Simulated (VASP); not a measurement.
Write the native input for VASP 6.6.1 that does the following.

* Task: single point
* Functional: PBE
* Potentials or basis: VASP PAW PBE potentials, release 64 (C, O)
* Cutoff: 520 eV
* k mesh: 8 × 8 × 8
* Occupations: gaussian, width 0.02 eV
* Spin: no spin polarisation
* Dipole correction: no
* Further INCAR settings: ALGO = Normal; EDIFF = 1e-06; NBANDS = 25

The structure of CO2 lies in POSCAR:

```
CO2
1.0
   -1.9000675934      1.9000675934      2.9632897163
    1.9000675934     -1.9000675934      2.9632897163
    1.9000675934      1.9000675934     -2.9632897163
C O
2 4
Direct
    0.0000000000      0.0000000000      0.0000000000
    0.7500000000      0.2500000000      0.5000000000
    0.3750000000      0.3051771590      0.4301771590
    0.6948228410      0.1250000000      0.0698228410
    0.8750000000      0.9448228410      0.5698228410
    0.0551771590      0.6250000000      0.9301771590
```

These files were run (other wordings do the same):

INCAR

```
SYSTEM = CO2
  ALGO = Normal
  EDIFF = 1E-6
  ENCUT = 520
  GGA = PE
  ISIF = 2
  ISMEAR = 0
  LASPH = .True.
  LCHARG = .False.
  LREAL = .False.
  LWAVE = .False.
  NBANDS = 25
  NELM = 100
  PREC = Accurate
  SIGMA = 0.02
```

KPOINTS

```
k-points
0
Gamma
  8 8 8
  0 0 0
```

Potentials or basis: VASP PAW PBE potentials, release 64 (C, O).

The run is started by

```bash
$ cat potpaw_PBE.64/C/POTCAR potpaw_PBE.64/O/POTCAR > POTCAR
$ mpirun -np 1 vasp_std > vasp.out
```

Results of the run:

| Item | Value |
| --- | --- |
| Pressure | 17.2 GPa |
| Largest force | 0.092 eV/Å |
| Band gap on the k mesh | 7.71 eV (least direct gap 8.03 eV) |

Caveat: the cell stands under pressure.

Run time: 61 s on 1 thread of Intel(R) Xeon(R) Platinum 8259CL CPU @ 2.50GHz (Skylake/Cascade Lake), on a shared host, peak memory 0.19 GiB.
